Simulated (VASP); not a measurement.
# LiH (Fm-3m) in VASP: a series of runs

The runs below take LiH through single point, relaxation of cell and atoms, with PBEsol.

Program: VASP 6.6.1. These are calculated values, not measurements. Logs are shortened: lines on timing, memory, paths and dates and some standing lists are left out, and cuts for length are marked.

## Step 1: The cell of the first run

Symmetry: Fm-3m, No. 225, cubic system. Conventional cell: a = 3.980 Å, b = 3.980 Å, c = 3.980 Å, α = 90.00°, β = 90.00°, γ = 90.00°. Within 2.6 Å of Li (site symmetry m-3m) lie 6 H at 1.99 Å. H (site symmetry m-3m) has 6 Li at 1.99 Å within 2.6 Å.

## Step 2: Single point, PBEsol

File INCAR:

```
PREC = Accurate ; ENCUT = 520
EDIFF = 1E-6 ; ISMEAR = 0
SIGMA = 0.02 ; LREAL = F
LASPH = T ; NELM = 100
ALGO = Normal ; ISIF = 2
LWAVE = F ; LCHARG = F
GGA = PS ; NBANDS = 9
```

File KPOINTS:

```
regular mesh
0
Gamma
  10 10 10
```

File POSCAR:

```
LiH
1.0
    0.0000000000      1.9899957896      1.9899957896
    1.9899957896      0.0000000000      1.9899957896
    1.9899957896      1.9899957896      0.0000000000
Li H
1 1
Direct
    0.0000000000      0.0000000000      0.0000000000
    0.5000000000      0.5000000000      0.5000000000
```

Potentials or basis: VASP PAW PBE potentials, release 64 (Li_sv, H).

The run is started by

```bash
$ cat potpaw_PBE.64/Li_sv/POTCAR potpaw_PBE.64/H/POTCAR > POTCAR
$ mpirun -np 1 vasp_std > vasp.out
```

OUTCAR:

```text
PREC = Accurate
   ENCUT = 520
   EDIFF = 1E-6
   ISMEAR = 0
   LREAL = F
   LASPH = T
   NELM = 100
   ISIF = 2
   GGA = PS

 ion  position               nearest neighbor table
   1  0.000  0.000  0.000-
   2  0.500  0.500  0.500-

  LATTYP: Found a face centered cubic cell.
 ALAT       =     3.9799915792

  Lattice vectors:

 A1 = (   0.0000000000,   1.9899957896,   1.9899957896)
 A2 = (   1.9899957896,   0.0000000000,   1.9899957896)
 A3 = (   1.9899957896,   1.9899957896,   0.0000000000)

Analysis of symmetry for initial positions (statically):
=====================================================================
 Subroutine PRICEL returns:
 Original cell was already a primitive cell.

 Routine SETGRP: Setting up the symmetry group for a
 face centered cubic supercell.

 Subroutine GETGRP returns: Found 48 space group operations
 (whereof 48 operations were pure point group operations)
 out of a pool of 48 trial point group operations.

The static configuration has the point symmetry O_h .

Analysis of symmetry for dynamics (positions and initial velocities):
=====================================================================
 Subroutine PRICEL returns:
 Original cell was already a primitive cell.

 Routine SETGRP: Setting up the symmetry group for a
 face centered cubic supercell.

 Subroutine GETGRP returns: Found 48 space group operations
 (whereof 48 operations were pure point group operations)
 out of a pool of 48 trial point group operations.

The dynamic configuration has the point symmetry O_h .

 Subroutine INISYM returns: Found 48 space group operations
 (whereof 48 operations are pure point group operations),
 and found     1 'primitive' translations

----------------------------------------------------------------------------------------

                                     Primitive cell

  volume of cell :      15.7611

  direct lattice vectors                    reciprocal lattice vectors
     0.000000000  1.989995790  1.989995790    -0.251256813  0.251256813  0.251256813
     1.989995790  0.000000000  1.989995790     0.251256813 -0.251256813  0.251256813
     1.989995790  1.989995790  0.000000000     0.251256813  0.251256813 -0.251256813

  length of vectors
     2.814279035  2.814279035  2.814279035     0.435189566  0.435189566  0.435189566

  position of ions in fractional coordinates (direct lattice)
     0.000000000  0.000000000  0.000000000
     0.500000000  0.500000000  0.500000000

  ion indices of the primitive-cell ions
   primitive index   ion index
                 1           1
                 2           2

----------------------------------------------------------------------------------------

 KPOINTS: regular mesh

Automatic generation of k-mesh.
 Grid dimensions read from file:
 generate k-points for:   10   10   10

 Generating k-lattice:

  Cartesian coordinates                     Fractional coordinates (reciprocal lattice)
    -0.025125681  0.025125681  0.025125681     0.100000000  0.000000000  0.000000000
     0.025125681 -0.025125681  0.025125681     0.000000000  0.100000000  0.000000000
     0.025125681  0.025125681 -0.025125681     0.000000000  0.000000000  0.100000000

  Length of vectors
     0.043518957  0.043518957  0.043518957

  Shift w.r.t. Gamma in fractional coordinates (k-lattice)
     0.000000000  0.000000000  0.000000000

 Subroutine IBZKPT returns following result:
 ===========================================

 Found     47 irreducible k-points:

 Following reciprocal coordinates:
            Coordinates               Weight
  0.000000  0.000000  0.000000      1.000000
  0.100000  0.000000  0.000000      8.000000
  0.200000  0.000000  0.000000      8.000000
  0.300000  0.000000  0.000000      8.000000
  0.400000  0.000000  0.000000      8.000000
  0.500000  0.000000  0.000000      4.000000
[... 16 lines left out ...]
  0.300000  0.300000  0.000000      6.000000
  0.400000  0.300000  0.000000     24.000000
 [... further k-points ...]
   k-points           NKPTS =     47   k-points in BZ     NKDIM =     47   number of bands    NBANDS=      9
   number of dos      NEDOS =    301   number of ions     NIONS =      2
   total plane-waves  NPLWV =  13824
   dimension x,y,z NGX =    24 NGY =   24 NGZ =   24
   dimension x,y,z NGXF=    48 NGYF=   48 NGZF=   48
   ions per type =               1   1
   NGX,Y,Z   is equivalent  to a cutoff of  14.18, 14.18, 14.18 a.u.
   NGXF,Y,Z  is equivalent  to a cutoff of  28.35, 28.35, 28.35 a.u.
 SYSTEM =  unknown system
   PREC   = accura    normal or accurate (medium, high low for compatibility)
   ISTART =      0    job   : 0-new  1-cont  2-samecut
   ICHARG =      2    charge: 1-file 2-atom 10-const
   ISPIN  =      1    spin polarized calculation?
   LNONCOLLINEAR =      F non collinear calculations
   LSORBIT =      F    spin-orbit coupling
   LASPH  =      T    aspherical Exc in radial PAW
   ENCUT  =  520.0 eV  38.22 Ry    6.18 a.u.   5.23  5.23  5.23*2*pi/ulx,y,z
   NELM   =    100;   NELMIN=  2; NELMDL= -5     # of ELM steps
   EDIFF  = 0.1E-05   stopping-criterion for ELM
   LREAL  =      F    real-space projection
   EDIFFG = 0.1E-04   stopping-criterion for IOM
   NSW    =      0    number of steps for IOM
   IBRION =     -1    ionic relax: 0-MD 1-quasi-New 2-CG
   NFREE  =      0    steps in history (QN), initial steepest desc. (CG)
   ISIF   =      2    stress and relaxation
   ISYM   =      2    0-nonsym 1-usesym 2-fastsym
   POTIM  = 0.5000    time-step for ionic-motion
   TEBEG  =    0.0;   TEEND  =   0.0 temperature during run
   PSTRESS=    0.0 pullay stress
   NELECT =       4.0000    total number of electrons
   NUPDOWN=      -1.0000    fix difference up-down
   EMIN   =  10.00;   EMAX   =-10.00  energy-range for DOS
   EFERMI =   0.00;   METHOD = LEGACY
   ISMEAR =     0;   SIGMA  =   0.02  broadening in eV -4-tet -1-fermi 0-gaus
   EFERMI_NEDOS =   21; number of points for ismear=-14 and -15
   IALGO  =     38    algorithm
   IMIX   =      4    mixing-type and parameters
     AMIX     =   0.40;   BMIX     =  1.00
     AMIX_MAG =   1.60;   BMIX_MAG =  1.00
  volume/ion in A,a.u.               =       7.88        53.18
  Fermi-wavevector in a.u.,A,eV,Ry     =   1.036492  1.958686 14.616955  1.074316
  Thomas-Fermi vector in A             =   2.170885
   LORBIT       =      0    0 simple, 1 ext, 2 COOP (PROOUT), +10 PAW based schemes
   GGA     = PS    functional components
   LHFCALC =     F    Hartree Fock is set to
   AEXX    =    0.0000 exact exchange contribution
   IVDW    =     0    specifies the selected vdW correction
   LEPSILON=     F    determine dielectric tensor
   LRPA    =     F    only Hartree local field effects (RPA)
 non-spin polarized calculation
 Gauss-broadening in eV      SIGMA  =   0.02
  energy-cutoff  :      520.00
  volume of cell :       15.76
 maximum number of plane-waves:       444
 NGX is ok and might be reduce to    24
   NGX = 11   NGY = 11   NGZ = 11

 number of electron       3.9999997 magnetization

 Free energy of the ion-electron system (eV)
  ---------------------------------------------------
  ext. energy  EPLUGINS =         0.00000000
  ---------------------------------------------------
  free energy    TOTEN  =        -6.12042553 eV

  energy without entropy =       -6.12042553  energy(sigma->0) =       -6.12042553

 E-fermi :   0.3373     XC(G=0):  -8.6804

 val. band max:        0.2590101506   @ k =   0.5000   0.5000   0.0000
 cond. band min:       2.9875323425   @ k =   0.5000   0.5000   0.0000
 fundamental gap:      2.7285221920
 Fermi energy:         0.3373258928

 k-point     1 :       0.0000    0.0000    0.0000
  band No.  band energies     occupation
      1     -43.4263      2.00000
      2      -5.3663      2.00000
      3      16.6409      0.00000
      4      18.2019      0.00000
      5      18.2019      0.00000
      6      18.2019      0.00000
      7      22.8585      0.00000
      8      22.8585      0.00000
      9      22.8585      0.00000

 k-point     2 :       0.1000    0.0000    0.0000
  band No.  band energies     occupation
      1     -43.4213      2.00000
      2      -5.1875      2.00000
      3      15.0121      0.00000
      4      17.2646      0.00000
      5      17.7948      0.00000
      6      17.7949      0.00000
      7      22.2852      0.00000
      8      23.7214      0.00000
      9      23.7214      0.00000

 k-point     3 :       0.2000    0.0000    0.0000
  band No.  band energies     occupation
      1     -43.4079      2.00000
      2      -4.6641      2.00000
      3      11.6112      0.00000
      4      16.0126      0.00000
      5      17.1443      0.00000
      6      17.1443      0.00000
      7      23.1650      0.00000
      8      23.5704      0.00000
      9      23.5705      0.00000

 k-point     4 :       0.3000    0.0000    0.0000
  band No.  band energies     occupation
      1     -43.3911      2.00000
      2      -3.8551      2.00000
      3       8.3868      0.00000
      4      14.9492      0.00000
      5      16.7504      0.00000
      6      16.7505      0.00000
      7      21.4838      0.00000
      8      21.4838      0.00000
      9      24.7653      0.00000

 k-point     5 :       0.4000    0.0000    0.0000
  band No.  band energies     occupation
      1     -43.3776      2.00000
      2      -2.9607      2.00000
      3       5.9762      0.00000
      4      14.2514      0.00000
      5      16.6869      0.00000
      6      16.6869      0.00000
      7      19.9644      0.00000
      8      19.9644      0.00000
      9      26.6577      0.00000

 k-point     6 :       0.5000    0.0000    0.0000
  band No.  band energies     occupation
      1     -43.3726      2.00000
      2      -2.5091      2.00000
      3       5.0109      0.00000
      4      14.0099      0.00000
      5      16.7468      0.00000
      6      16.7468      0.00000
      7      19.3696      0.00000
      8      19.3696      0.00000
      9      27.7698      0.00000
[... 169 lines left out ...]
 k-point    21 :      -0.3000    0.2000    0.0000
  band No.  band energies     occupation
      1     -43.3729      2.00000
      2      -2.5501      2.00000
      3       6.9231      0.00000
      4       9.4485      0.00000
      5      15.5700      0.00000
      6      16.1021      0.00000
      7      22.9516      0.00000
      8      25.9315      0.00000
      9      26.9084      0.00000

 k-point    22 :      -0.2000    0.2000    0.0000
  band No.  band energies     occupation
      1     -43.3856      2.00000
      2      -3.5115      2.00000
      3       9.6396      0.00000
      4       9.9425      0.00000
      5      16.3509      0.00000
      6      17.2801      0.00000
      7      22.1799      0.00000
      8      24.2139      0.00000
      9      25.8926      0.00000

 k-point    23 :       0.3000    0.3000    0.0000
  band No.  band energies     occupation
      1     -43.3802      2.00000
      2      -3.1047      2.00000
      3       8.8201      0.00000
      4      12.4313      0.00000
      5      12.4313      0.00000
      6      15.5910      0.00000
      7      17.8415      0.00000
      8      29.0894      0.00000
      9      31.4633      0.00000

 k-point    24 :       0.4000    0.3000    0.0000
  band No.  band energies     occupation
      1     -43.3698      2.00000
      2      -2.1906      2.00000
      3       6.8682      0.00000
      4      10.6227      0.00000
      5      11.9832      0.00000
      6      16.4304      0.00000
      7      17.9336      0.00000
      8      30.1236      0.00000
      9      30.4784      0.00000

 [... further k-points ...]

------------------------ aborting loop because EDIFF is reached ----------------------------------------

  FORCE on cell =-STRESS in cart. coord.  units (eV):
  Direction    XX          YY          ZZ          XY          YZ          ZX
  --------------------------------------------------------------------------------------
  -------------------------------------------------------------------------------------
  Total       -0.0174520     -0.0174520     -0.0174520      0.0000000      0.0000000     -0.0000000
  in kB       -1.7740648     -1.7740648     -1.7740648      0.0000000      0.0000000     -0.0000000
  external PRESSURE =      -1.7740648 kB  Pullay stress =       0.0000000 kB

 VOLUME and BASIS-vectors are now :
 -----------------------------------------------------------------------------
  energy-cutoff  :      520.00
  volume of cell :       15.76
      direct lattice vectors                 reciprocal lattice vectors
     0.000000000  1.989995790  1.989995790    -0.251256813  0.251256813  0.251256813
     1.989995790  0.000000000  1.989995790     0.251256813 -0.251256813  0.251256813
     1.989995790  1.989995790  0.000000000     0.251256813  0.251256813 -0.251256813

 POSITION                                       TOTAL-FORCE (eV/Angst)
 -----------------------------------------------------------------------------------
      0.00000      0.00000      0.00000         0.000000     -0.000000      0.000000
      1.99000      1.99000      1.99000        -0.000000      0.000000     -0.000000
 -----------------------------------------------------------------------------------
    total drift:                                0.000000     -0.000000     -0.000000

  FREE ENERGIE OF THE ION-ELECTRON SYSTEM (eV)
  ---------------------------------------------------
  free  energy   TOTEN  =        -6.1204255309 eV

  energy  without entropy=       -6.1204255309  energy(sigma->0) =       -6.12042553
```

It took 6 s on 1 thread of AMD EPYC 7R13 (Zen 3), shared host; peak memory 0.1 GiB.

Results:

```yaml
Free_energy: -6.1204 eV
Band_gap_on_the_k_mesh: 2.73 eV
```

Caveat: the cutoff is under 1.25 times the usual one of these potentials, so pressure, stress and relaxed cells hold a basis-set (Pulay) error; the PAW data sets were made with another functional, which shifts forces and pressure a little.

[end of part 1 of 2]
